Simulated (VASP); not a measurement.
Wanted: the native input for a VASP 6.6.1 run.

```yaml
Task: single point
Functional: PBE
Potentials_or_basis: VASP PAW PBE potentials, release 64 (Ca_sv, S)
Cutoff: 500 eV
k_mesh: 8 × 8 × 8
Occupations: gaussian, width 0.02 eV
Spin: no spin polarisation
Dipole_correction: no
Further_INCAR_settings: ALGO = Normal; EDIFF = 1e-06; NBANDS = 15
```

The structure of CaS lies in POSCAR:

```
CaS
1.0
    0.0000000000      2.8558081102      2.8558081102
    2.8558081102      0.0000000000      2.8558081102
    2.8558081102      2.8558081102      0.0000000000
Ca S
1 1
Direct
    0.0000000000      0.0000000000      0.0000000000
    0.5000000000      0.5000000000      0.5000000000
```

The input as run:

INCAR

```
SYSTEM = CaS
PREC     = Accurate       ! precision mode
ENCUT    = 500            ! plane-wave cutoff, eV
EDIFF    = 1E-6           ! SCF threshold, eV
ISMEAR   = 0              ! smearing method
SIGMA    = 0.02           ! smearing width, eV
LREAL    = .FALSE.        ! projectors in reciprocal space
LASPH    = .TRUE.         ! aspherical terms in the spheres
NELM     = 120            ! most SCF steps
ALGO     = Normal         ! electronic algorithm
ISIF     = 2              ! what is computed and relaxed
LWAVE    = .FALSE.        ! write WAVECAR
LCHARG   = .FALSE.        ! write CHGCAR
GGA      = PE             ! functional
NBANDS   = 15             ! bands
GGA_COMPAT= .FALSE.
```

KPOINTS

```
regular mesh
0
G
  8 8 8
  0 0 0
```

Potentials or basis: VASP PAW PBE potentials, release 64 (Ca_sv, S).

The run is started by

```sh
$ cat potpaw_PBE.64/Ca_sv/POTCAR potpaw_PBE.64/S/POTCAR > POTCAR
$ mpirun -np 1 vasp_std > vasp.out
```

It gave:

```json
{"Pressure": "0.1 GPa", "Band gap on the k mesh": "2.38 eV (least direct gap 3.18 eV)"}
```

Wall time 8.8 s on 1 thread of Intel(R) Xeon(R) 6975P-C (Granite Rapids), on a shared host, peak memory 0.17 GiB.
